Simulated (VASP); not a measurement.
Here is a VASP 6.6.1 calculation.

The input INCAR:

```
SYSTEM = TiSi2
PREC = Accurate
ENCUT = 520
EDIFF = 1E-7
ISMEAR = 0
SIGMA = 0.1
LREAL = .FALSE.
LASPH = .TRUE.
NELM = 60
ALGO = Normal
ISIF = 2
LWAVE = .FALSE.
LCHARG = .TRUE.
GGA = PE
LELF = .TRUE.
LVHAR = .TRUE.
NBANDS = 17
```

The input KPOINTS:

```
regular mesh
0
G
  8 8 8
  0 0 0
```

Contents of POSCAR:

```
TiSi2
1.0
   -1.4728720000      1.7121300000      4.2120830000
    1.4728720000     -1.7121300000      4.2120830000
    1.4728720000      1.7121300000     -4.2120830000
Ti Si
1 2
Direct
    0.0000000000      0.0000000000      0.0000000000
    0.3299220000      0.3299220000      0.0000000000
    0.6700780000      0.6700780000      0.0000000000
```

Potentials or basis: VASP PAW PBE potentials, release 64 (Ti_sv, Si).

Run with:

```sh
$ cat potpaw_PBE.64/Ti_sv/POTCAR potpaw_PBE.64/Si/POTCAR > POTCAR
$ mpirun -np 1 vasp_std > vasp.out
```

Predict the pressure.

0.3 GPa.

Estimate the largest force.

0.038 eV/Å.

Estimate the band gap on the k mesh.

zero (band 10 reaches 11.33 eV, above the bottom of band 11 at 8.91 eV).

Stress tensor (GPa, compression positive):
```
 1.75  0.00  0.00
 0.00 -0.17  0.00
 0.00  0.00 -0.74
```
